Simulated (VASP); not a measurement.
Input of a VASP 6.6.1 run:

Contents of INCAR:

```
ALGO     = Fast           # electronic algorithm
EDIFF    = 1E-7           # SCF threshold, eV
ENCUT    = 520            # plane-wave cutoff, eV
GGA      = PE             # functional
ISIF     = 2              # what is computed and relaxed
ISMEAR   = 0              # smearing method
LASPH    = True           # aspherical terms in the spheres
LCHARG   = False          # write CHGCAR
LREAL    = False          # projectors in reciprocal space
LWAVE    = False          # write WAVECAR
NBANDS   = 66             # bands
NELM     = 100            # most SCF steps
PREC     = Accurate       # precision mode
SIGMA    = 0.1            # smearing width, eV
```

KPOINTS

```
k-points
0
Gamma
  12 12 4
```

POSCAR

```
GaP
1.0
    2.3629768558     -2.5005354203      0.0000000000
    2.3629768558      2.5005354203      0.0000000000
    0.0000000000      0.0000000000     13.6362026108
Ga P
6 6
Direct
    0.8998530497      0.1001469503      0.5910603439
    0.1001469503      0.8998530497      0.4089396561
    0.1001469503      0.8998530497      0.0910603439
    0.8998530497      0.1001469503      0.9089396561
    0.4179419895      0.5820580105      0.2500000000
    0.5820580105      0.4179419895      0.7500000000
    0.6036201987      0.3963798013      0.0714938198
    0.3963798013      0.6036201987      0.9285061802
    0.3963798013      0.6036201987      0.5714938198
    0.6036201987      0.3963798013      0.4285061802
    0.8951752662      0.1048247338      0.2500000000
    0.1048247338      0.8951752662      0.7500000000
```

Potentials or basis: VASP PAW PBE potentials, release 64 (Ga_d, P).

The run is started by

```console
$ cat potpaw_PBE.64/Ga_d/POTCAR potpaw_PBE.64/P/POTCAR > POTCAR
$ mpirun -np 1 vasp_std > vasp.out
```

Q: What does it give for the largest force?

A: 0.040 eV/Å.

Q: Estimate the band gap on the k mesh.

A: Zero (bands 54 and 55 overlap by 4.52 eV).

Stress tensor (GPa, compression positive):
```
30.79  0.00  0.00
 0.00 30.77  0.00
 0.00  0.00 30.67
```

Caveat: the cell stands under pressure.
